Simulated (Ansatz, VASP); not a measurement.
# Two plane-wave programs on Al3GaN4

```xyz
8
Lattice="4.5333 0.0000 0.0000 0.0000 4.5333 0.0000 0.0000 0.0000 4.5333" Properties=species:S:1:pos:R:3 pbc="T T T"
Al    2.2666    2.2666    0.0000
Al    2.2666    0.0000    2.2666
Al    0.0000    2.2666    2.2666
Ga    0.0000    0.0000    0.0000
N     3.3748    3.3748    1.1584
N     3.3748    1.1584    3.3748
N     1.1584    3.3748    3.3748
N     1.1584    1.1584    1.1584
```

Change from the starting cell: equal strain along all axes, cell held, atoms relaxed: +3.0 %.

Alike in both runs: task relaxation of the atoms; functional r2SCAN; k mesh 6 × 6 × 6; occupations gaussian, width 0.02 eV; no spin polarisation.

|  | VASP | Ansatz |
| --- | --- | --- |
| version | VASP 6.6.1 | Ansatz 0.2.0 |
| potentials or method | VASP PAW PBE potentials, release 64 (Al, Ga_d, N), cutoff 520 eV | scalar-relativistic, plane waves, PAW |
| valence electrons in the cell | 42 | 42 |

|  | VASP | Ansatz | Ansatz less VASP |
| --- | --- | --- | --- |
| gap on the k mesh at the Fermi level, each at its own relaxed structure (eV) | 3.36 | 3.35 | -0.017 |

VASP's potentials were made for PBE, not for r2SCAN. Ansatz's warnings: stress scf threshold loose.
